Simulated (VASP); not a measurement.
# Ni in VASP: further runs

The runs below take Ni through relaxation of cell and atoms, single point, with BLYP, r2SCAN, PBE, PBEsol.

Everything below comes from runs of VASP 6.6.1. Logs are shortened: lines on timing, memory, paths and dates and some standing lists are left out, and cuts for length are marked.

### 1 The cell of the first run

The structure is hexagonal, space group P6_3/mmc (No. 194). The conventional cell has a = 2.448 Å, b = 2.448 Å, c = 4.073 Å, α = 90.00°, β = 90.00°, γ = 120.00°. Ni (site symmetry -6m2) has 12 Ni at 2.45 to 2.48 Å within 3.2 Å.

This isn't the form of Ni at room conditions, which is fcc.

### 2 Relaxation of cell and atoms, BLYP, collinear spin, ferromagnetic start

File INCAR:

```
AGGAC = 1.0
AGGAX = 1.0
ALDAC = 0.0
ALDAX = 1.0
ALGO = Normal
EDIFF = 1E-7
EDIFFG = -0.01
ENCUT = 600
GGA = B5
IBRION = 2
ISIF = 3
ISMEAR = -1
ISPIN = 2
LASPH = True
LCHARG = False
LMAXMIX = 4
LORBIT = 11
LREAL = False
LWAVE = False
MAGMOM = 1 1
NELM = 150
NSW = 60
PREC = Accurate
SIGMA = 0.05
```

File KPOINTS:

```
k-points
0
Gamma
  12 12 7
```

File POSCAR:

```
Ni
1.0
    2.4480228978      0.0000000000      0.0000000000
   -1.2240114489      2.1200500186      0.0000000000
    0.0000000000      0.0000000000      4.0728075700
Ni
2
Direct
    0.6666666667      0.3333333333      0.7500000000
    0.3333333333      0.6666666667      0.2500000000
```

Potentials or basis: VASP PAW PBE potentials, release 64 (Ni).

The run is started by

```bash
$ cat potpaw_PBE.64/Ni/POTCAR > POTCAR
$ mpirun -np 1 vasp_std > vasp.out
```

OUTCAR:

```text
EDIFF = 1E-7
   EDIFFG = -0.01
   ENCUT = 600
   GGA = B5
   IBRION = 2
   ISIF = 3
   ISMEAR = -1
   ISPIN = 2
   LASPH = True
   LORBIT = 11
   LREAL = False
   NELM = 150
   NSW = 60
   PREC = Accurate

 ion  position               nearest neighbor table
   1  0.667  0.333  0.750-   2 2.48   2 2.48   2 2.48   2 2.48   2 2.48   2 2.48
   2  0.333  0.667  0.250-   1 2.48   1 2.48   1 2.48   1 2.48   1 2.48   1 2.48

  LATTYP: Found a hexagonal cell.
 ALAT       =     2.4480228978
 C/A-ratio  =     1.6637130207

  Lattice vectors:

 A1 = (   2.4480228978,   0.0000000000,   0.0000000000)
 A2 = (  -1.2240114489,   2.1200500186,   0.0000000000)
 A3 = (   0.0000000000,   0.0000000000,   4.0728075700)

Analysis of symmetry for initial positions (statically):
=====================================================================
 Subroutine PRICEL returns:
 Original cell was already a primitive cell.

 Routine SETGRP: Setting up the symmetry group for a
 hexagonal supercell.

 Subroutine GETGRP returns: Found 24 space group operations
 (whereof 12 operations were pure point group operations)
 out of a pool of 24 trial point group operations.

The static configuration has the point symmetry D_3d.
 The point group associated with its full space group is D_6h.

Analysis of symmetry for dynamics (positions and initial velocities):
=====================================================================
 Subroutine PRICEL returns:
 Original cell was already a primitive cell.

 Routine SETGRP: Setting up the symmetry group for a
 hexagonal supercell.

 Subroutine GETGRP returns: Found 24 space group operations
 (whereof 12 operations were pure point group operations)
 out of a pool of 24 trial point group operations.

The dynamic configuration has the point symmetry D_3d.
 The point group associated with its full space group is D_6h.

Analysis of structural, dynamic, and magnetic symmetry:
=====================================================================
 Subroutine PRICEL returns:
 Original cell was already a primitive cell.

 Routine SETGRP: Setting up the symmetry group for a
 hexagonal supercell.

 Subroutine GETGRP returns: Found 24 space group operations
 (whereof 12 operations were pure point group operations)
 out of a pool of 24 trial point group operations.

The overall configuration has the point symmetry D_3d.
 The point group associated with its full space group is D_6h.

 Subroutine INISYM returns: Found 24 space group operations
 (whereof 12 operations are pure point group operations),
 and found     1 'primitive' translations

[... 116 lines left out ...]
  Fermi-wavevector in a.u.,A,eV,Ry     =   1.607187  3.037143 35.144518  2.583049
  Thomas-Fermi vector in A             =   2.703255
   LORBIT       =     11    0 simple, 1 ext, 2 COOP (PROOUT), +10 PAW based schemes
   GGA     = B5    functional components
   LHFCALC =     F    Hartree Fock is set to
   AEXX    =    0.0000 exact exchange contribution
   IVDW    =     0    specifies the selected vdW correction
   LEPSILON=     F    determine dielectric tensor
   LRPA    =     F    only Hartree local field effects (RPA)
 conjugate gradient relaxation of ions
 spin polarized calculation
  energy-cutoff  :      600.00
  volume of cell :       21.14
 maximum number of plane-waves:       722
 NGX is ok and might be reduce to    20
   NGX =  9   NGY =  9   NGZ = 17

--------------------------------------- Ionic step        1  -------------------------------------------

 number of electron      20.0000004 magnetization       1.1926086

 Free energy of the ion-electron system (eV)
  ---------------------------------------------------
  ext. energy  EPLUGINS =         0.00000000
  ---------------------------------------------------
  free energy    TOTEN  =        -9.08628666 eV

  energy without entropy =       -9.05086607  energy(sigma->0) =       -9.06857637

 E-fermi :  10.2562     XC(G=0): -12.8309

 val. band max:       10.2561827581   @ k =   0.2500   0.1667   0.1429
 cond. band min:      10.2647973259   @ k =   0.5000  -0.0000   0.1429
 fundamental gap:      0.0086145677
 Fermi energy:        10.2562079062

 spin component 1

 k-point     1 :       0.0000    0.0000    0.0000
  band No.  band energies     occupation
      1       1.1944      1.00000
      2       5.2938      1.00000
      3       7.7109      1.00000
      4       7.8672      1.00000
      5       7.8672      1.00000
      6       8.1292      1.00000
      7       8.1292      1.00000
      8       8.6472      1.00000
      9       8.6472      1.00000
     10       9.5902      1.00000
     11       9.5902      1.00000
     12       9.9542      0.99762
[... 954 lines left out ...]
  FREE ENERGIE OF THE ION-ELECTRON SYSTEM (eV)
  ---------------------------------------------------
  free  energy   TOTEN  =        -9.1772604124 eV

  energy  without entropy=       -9.1394837622  energy(sigma->0) =       -9.15837209

[... ionic steps 4 to 7 ...]

--------------------------------------- Ionic step        8  -------------------------------------------

 number of electron      20.0000009 magnetization       1.2812188

------------------------ aborting loop because EDIFF is reached ----------------------------------------
[... 67 lines left out ...]
--------------------------------------- Ionic step       10  -------------------------------------------

 number of electron      20.0000009 magnetization       1.2820695

 Free energy of the ion-electron system (eV)
  ---------------------------------------------------
  ext. energy  EPLUGINS =         0.00000000
  ---------------------------------------------------
  free energy    TOTEN  =        -9.17788290 eV

  energy without entropy =       -9.13952172  energy(sigma->0) =       -9.15870231

 E-fermi :   9.0839     XC(G=0): -12.3472

 val. band max:        9.0826066321   @ k =   0.2500   0.2500   0.0000
 cond. band min:       9.0852511802   @ k =   0.3333   0.3333   0.2857
 fundamental gap:      0.0026445481
 Fermi energy:         9.0838954867

 spin component 1

 k-point     1 :       0.0000    0.0000    0.0000
  band No.  band energies     occupation
      1       0.5777      1.00000
      2       4.5665      1.00000
      3       6.7787      1.00000
      4       6.8721      1.00000
      5       6.8721      1.00000
      6       7.1126      1.00000
      7       7.1126      1.00000
      8       7.4986      1.00000
      9       7.4986      1.00000
     10       8.3719      1.00000
     11       8.3719      1.00000
     12       9.0644      0.59622
[... 882 lines left out ...]
  FREE ENERGIE OF THE ION-ELECTRON SYSTEM (eV)
  ---------------------------------------------------
  free  energy   TOTEN  =        -9.1778829043 eV

  energy  without entropy=       -9.1395217174  energy(sigma->0) =       -9.15870231

 reached required accuracy - stopping structural energy minimisation

 total charge

# of ion       s       p       d       tot
------------------------------------------
    1        0.478   0.438   8.348   9.264
    2        0.478   0.438   8.348   9.264
--------------------------------------------------
tot          0.956   0.876  16.696  18.528

 magnetization (x)

# of ion       s       p       d       tot
------------------------------------------
    1       -0.004  -0.021   0.679   0.653
    2       -0.004  -0.021   0.679   0.653
--------------------------------------------------
tot         -0.009  -0.042   1.357   1.306
```

Run time: 5.9 min. Hardware: 1 thread of AMD EPYC 7R43 (Zen 3), shared host; peak memory 0.15 GiB.

Results:

- Free energy: -9.1779 eV
- Relaxed volume: 11.49 Å³/atom
- Relaxed cell: a = 2.529 Å, b = 2.529 Å, c = 4.149 Å, α = 90.00°, β = 90.00°, γ = 120.00°
- Space group after relaxing (to 0.1 Å): P6_3/mmc (No. 194)
- Energy gained by relaxing: 45.8 meV/atom
- Ionic steps: 10
- Pressure after relaxing: 0.0 GPa
- Net moment: 1.28 μB per cell
- Site moments: Ni +0.65 μB
- Valence electrons inside the program's atomic spheres: Ni 9.26

Step by step:
| step | energy change (eV) | largest force (eV/Å) | pressure (GPa) | volume (Å³) |
| --- | --- | --- | --- | --- |
| 1 | 0.0000 | 0.0000 | 16.95 | 21.14 |
| 2 | -0.0320 | 0.0000 | -10.07 | 24.74 |
| 3 | -0.0910 | 0.0000 | -0.18 | 23.01 |
| 4 | -0.0910 | 0.0000 | 0.10 | 22.97 |
| 5 | -0.0914 | 0.0000 | 0.14 | 22.97 |
| 6 | -0.0916 | 0.0000 | 0.18 | 22.96 |
| 7 | -0.0916 | 0.0000 | 0.17 | 22.96 |
| 8 | -0.0916 | 0.0000 | 0.17 | 22.96 |
| 9 | -0.0916 | 0.0000 | -0.15 | 23.01 |
| 10 | -0.0916 | 0.0000 | -0.03 | 22.99 |

Final structure:
```
Ni
1.0
     2.52949    0.00000    0.00000
    -1.26474    2.19060    0.00000
     0.00000    0.00000    4.14870
Ni
2
Direct
  0.66667 0.33333 0.75000
  0.33333 0.66667 0.25000
```

Caveat: the PAW data sets were made with another functional, which shifts forces and pressure a little.

### 3 Single point, r2SCAN, collinear spin, ferromagnetic start

This run uses another cell than the first one, of 11.20 Å³/atom.

File POSCAR:

```
Ni
1.0
    2.4960355362      0.0000000000      0.0000000000
   -1.2480177681      2.1616301831      0.0000000000
    0.0000000000      0.0000000000      4.1526868216
Ni
2
Direct
    0.6666666667      0.3333333333      0.7500000000
    0.3333333333      0.6666666667      0.2500000000
```

File INCAR.step1:

```
SYSTEM = Ni
ALGO = Normal ; EDIFF = 1E-5
ENCUT = 760 ; GGA = PE
GGA_COMPAT = .FALSE. ; ISMEAR = -1
ISPIN = 2 ; LASPH = .TRUE.
LCHARG = .FALSE. ; LMAXMIX = 4
LREAL = .FALSE. ; LWAVE = .TRUE.
MAGMOM = 1 1 ; NBANDS = 29
NELM = 200 ; PREC = Accurate
SIGMA = 0.05
```

File INCAR.step2:

```
SYSTEM = Ni
ALGO = Normal ; EDIFF = 1E-6
ENCUT = 760 ; GGA_COMPAT = .FALSE.
ISIF = 2 ; ISMEAR = -1
ISPIN = 2 ; ISTART = 1
LASPH = .TRUE. ; LCHARG = .TRUE.
LELF = .TRUE. ; LMAXMIX = 4
LMIXTAU = .TRUE. ; LORBIT = 11
LREAL = .FALSE. ; LVHAR = .TRUE.
LWAVE = .FALSE. ; MAGMOM = 1 1
METAGGA = R2SCAN ; NBANDS = 29
NELM = 200 ; PREC = Accurate
SIGMA = 0.05
```

File KPOINTS:

```
k-points
0
G
  12 12 7
  0 0 0
```

Potentials or basis: VASP PAW PBE potentials, release 64 (Ni_sv_GW).

The run is started by

```bash
$ cat potpaw_PBE.64/Ni_sv_GW/POTCAR > POTCAR
$ cp INCAR.step1 INCAR
$ mpirun -np 1 vasp_std > vasp.out
$ cp INCAR.step2 INCAR
$ mpirun -np 1 vasp_std > vasp.out
```

It took 6.1 min on 1 thread of Intel Xeon 6975P-C (Granite Rapids), shared host; peak memory 0.29 GiB.

The run converged. Its results:

```yaml
Free_energy: -25.6800 eV
Pressure: -11.4 GPa
Net_moment: 1.55 μB per cell
Site_moments: Ni +0.85 μB
Valence_electrons_inside_the_program's_atomic_spheres: Ni 16.32
```

Stress tensor (GPa, compression positive):
```
-11.66   0.00   0.00
  0.00 -11.66   0.00
  0.00   0.00 -10.77
```

Levels at points of the mesh, in eV from the Fermi level:
Spin up:
| k point | band 15 | band 16 | band 17 | band 18 | band 19 | band 20 | band 21 | band 22 | band 23 | band 24 |
| --- | --- | --- | --- | --- | --- | --- | --- | --- | --- | --- |
| (0.00, 0.00, 0.00) | -2.57 | -1.94 | -1.94 | -1.07 | -1.07 | -0.65 | 5.06 | 23.14 | 25.00 | 25.00 |
| (0.50, 0.00, 0.00) | -2.62 | -1.14 | -1.03 | -0.92 | 0.79 | 2.76 | 9.20 | 9.75 | 12.23 | 13.11 |
Spin down:
```
           k point  band 14  band 15  band 16  band 17  band 18  band 19  band 20  band 21
(0.00, 0.00, 0.00)    -1.27    -1.27    -1.10    -1.10    -0.84    -0.19    -0.19     5.94
(0.50, 0.00, 0.00)    -1.87    -1.10    -0.03     0.31     0.43     1.79     3.47     9.30
```

Caveat: the cell stands under tension; the PAW data sets were made with another functional, which shifts forces and pressure a little.

### 4 Single point, PBE

File INCAR:

```
PREC = Accurate ; ENCUT = 690
EDIFF = 1E-6 ; ISMEAR = -1
SIGMA = 0.05 ; LREAL = F
LASPH = T ; NELM = 120
ALGO = Normal ; ISIF = 2
LWAVE = F ; LCHARG = T
GGA = PE ; LELF = T
LVHAR = T ; NBANDS = 25
GGA_COMPAT = F
```

File KPOINTS:

```
regular mesh
0
Gamma
  12 12 7
```

File POSCAR:

```
Ni
1.0
    2.4480228978      0.0000000000      0.0000000000
   -1.2240114489      2.1200500186      0.0000000000
    0.0000000000      0.0000000000      4.0728075700
Ni
2
Direct
    0.6666666667      0.3333333333      0.7500000000
    0.3333333333      0.6666666667      0.2500000000
```

The run is started by

```bash
$ cat potpaw_PBE.64/Ni_sv_GW/POTCAR > POTCAR
$ mpirun -np 1 vasp_std > vasp.out
```

It took 55 s on 1 thread of Intel Xeon Platinum 8175M at 2.50GHz (Skylake/Cascade Lake), shared host; peak memory 0.2 GiB.

Results (log left out):

```
Free energy            : -12.6938 eV
Pressure               : 4.8 GPa
Band gap on the k mesh : zero (bands 18 and 19 overlap by 0.50 eV)
```

Stress tensor (GPa, compression positive):
```
5.33 0.00 0.00
0.00 5.33 0.00
0.00 0.00 3.67
```

Levels at points of the mesh, in eV from the Fermi level:
```csv
k point,band 16,band 17,band 18,band 19,band 20,band 21
"(0.00, 0.00, 0.00)",-1.10,-1.10,-0.48,-0.14,-0.14,5.96
"(0.50, 0.00, 0.00)",0.01,0.04,0.13,1.63,3.53,9.61
```

Caveat: the cell stands under pressure; the run has no spin polarisation, though such a crystal can be magnetic.

### 5 Single point, PBEsol, collinear spin, ferromagnetic start (atoms moved at random)

File INCAR:

```
  ALGO = Normal
  EDIFF = 1E-7
  ENCUT = 520
  GGA = PS
  ISIF = 2
  ISMEAR = -1
  ISPIN = 2
  LASPH = T
  LCHARG = F
  LMAXMIX = 4
  LORBIT = 11
  LREAL = F
  LUSENCCL = F
  LWAVE = F
  MAGMOM = 1 1
  NBANDS = 21
  NELM = 150
  PREC = Accurate
  SIGMA = 0.05
```

File KPOINTS:

```
k-points
0
Gamma
  12 12 7
```

File POSCAR:

```
Ni
1.0
    2.4480228978      0.0000000000      0.0000000000
   -1.2240114489      2.1200500186      0.0000000000
    0.0000000000      0.0000000000      4.0728075700
Ni
2
Direct
    0.6727700000      0.3354790000      0.7554090000
    0.3421770000      0.6583580000      0.2444720000
```

Potentials or basis: VASP PAW PBE potentials, release 64 (Ni).

The run is started by

```bash
$ cat potpaw_PBE.64/Ni/POTCAR > POTCAR
$ mpirun -np 1 vasp_std > vasp.out
```

Wall time 31 min (1 × NVIDIA H100 80GB with 1 thread of Intel Xeon Platinum 8481C at 2.70GHz (Sapphire Rapids), shared host); peak memory 1.4 GiB.

It converged, with:

```
Free energy                                           : -12.2166 eV
Pressure                                              : -2.8 GPa
Largest force                                         : 0.402 eV/Å
Net moment                                            : 1.27 μB per cell
Site moments                                          : Ni +0.64 μB
Valence electrons inside the program's atomic spheres : Ni 9.37
```

Forces on the atoms (eV/Å):
```
Ni   0.040 -0.042 -0.398
Ni  -0.040  0.042  0.398
```

Stress tensor (GPa, compression positive):
```
-1.24 -0.29 -0.10
-0.29 -1.89  0.11
-0.10  0.11 -5.18
```

Levels at points of the mesh, in eV from the Fermi level:
Spin up:
```csv
k point,band 8,band 9,band 10,band 11,band 12,band 13,band 14,band 15
"(0.00, 0.00, 0.00)",-1.69,-1.60,-0.74,-0.69,-0.60,5.55,23.03,25.19
"(0.50, 0.00, 0.00)",-0.59,-0.55,-0.47,1.18,3.17,9.29,9.96,12.48
"(0.00, 0.50, 0.00)",-0.58,-0.55,-0.48,1.14,3.22,9.22,9.87,12.55
"(0.50, 0.50, 0.00)",-0.60,-0.55,-0.46,1.28,3.07,9.45,10.13,12.36
```
Spin down:
```csv
k point,band 6,band 7,band 8,band 9,band 10,band 11,band 12,band 13
"(0.00, 0.00, 0.00)",-1.48,-1.46,-1.02,-0.94,-0.63,-0.04,0.03,5.98
"(0.50, 0.00, 0.00)",-1.79,-1.48,0.17,0.18,0.31,1.67,3.55,9.42
"(0.00, 0.50, 0.00)",-1.78,-1.47,0.17,0.19,0.30,1.63,3.60,9.35
"(0.50, 0.50, 0.00)",-1.79,-1.48,0.16,0.17,0.32,1.75,3.45,9.58
```

Caveat: the cell differs from its parent crystal (atoms moved at random); the PAW data sets were made with another functional, which shifts forces and pressure a little.

### 6 The runs side by side

```tsv
task	level	potentials or basis	spin	cell	cutoff (eV)	gap on the mesh (eV)	pressure (GPa)	moment (μB)
relaxation of cell and atoms	BLYP	VASP PAW PBE potentials, release 64 (Ni)	collinear, ferromagnetic start	relaxed from a = 2.448, b = 2.448, c = 4.073 Å, angles 90.0, 90.0, 120.0°, 2 atoms, atomic positions A	600	none	0.0	1.28
single point	r2SCAN	VASP PAW PBE potentials, release 64 (Ni_sv_GW)	collinear, ferromagnetic start	a = 2.496, b = 2.496, c = 4.153 Å, angles 90.0, 90.0, 120.0°, 2 atoms, atomic positions A	760	none	-11.4	1.55
single point	PBE	VASP PAW PBE potentials, release 64 (Ni_sv_GW)	off	a = 2.448, b = 2.448, c = 4.073 Å, angles 90.0, 90.0, 120.0°, 2 atoms, atomic positions A	690	none	4.8	-
single point	PBEsol	VASP PAW PBE potentials, release 64 (Ni)	collinear, ferromagnetic start	a = 2.448, b = 2.448, c = 4.073 Å, angles 90.0, 90.0, 120.0°, 2 atoms, atomic positions B	520	none	-2.8	1.27
```

Alike in all rows: k mesh 12 × 12 × 7; smearing fermi-dirac 0.05 eV.

Caveats: the PAW data sets were made with another functional, which shifts forces and pressure a little (at least some runs); the cell stands under tension (at least some runs); the cell stands under pressure (at least some runs).

Total energies depend on the potentials used, so only differences within one code and one set of settings carry meaning.
